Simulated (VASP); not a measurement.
A run of VASP 6.6.1:

Contents of INCAR:

```
  PREC = Accurate
  ENCUT = 520
  EDIFF = 1E-6
  ISMEAR = 0
  SIGMA = 0.05
  LREAL = F
  LASPH = T
  NELM = 100
  ALGO = Normal
  ISIF = 2
  LWAVE = F
  LCHARG = F
  GGA = PS
  NBANDS = 18
```

The input KPOINTS:

```
regular mesh
0
Gamma
  8 1 6
```

File POSCAR:

```
P
1.0
    3.2837277200      0.0000000000      0.0000000000
    0.0000000000     34.8570309900      0.0000000000
    0.0000000000      0.0000000000      4.4004804745
P
4
Direct
    0.0000000000      0.9702614300      0.5921507200
    0.0000000000      0.0297385700      0.4078492800
    0.5000000000      0.0297385700      0.0921507200
    0.5000000000      0.9702614300      0.9078492800
```

Potentials or basis: VASP PAW PBE potentials, release 64 (P).

The run is started by

```bash
$ cat potpaw_PBE.64/P/POTCAR > POTCAR
$ mpirun -np 1 vasp_std > vasp.out
```

Hardware: 1 thread of Intel(R) Xeon(R) Platinum 8488C (Sapphire Rapids) (shared host).

Task: Estimate the wall time of this run.

Result: Wall time 3.6 min on 1 thread of Intel(R) Xeon(R) Platinum 8488C (Sapphire Rapids), with other jobs on the host, peak memory 0.55 GiB. Counts: scf iterations 22, k points 20.
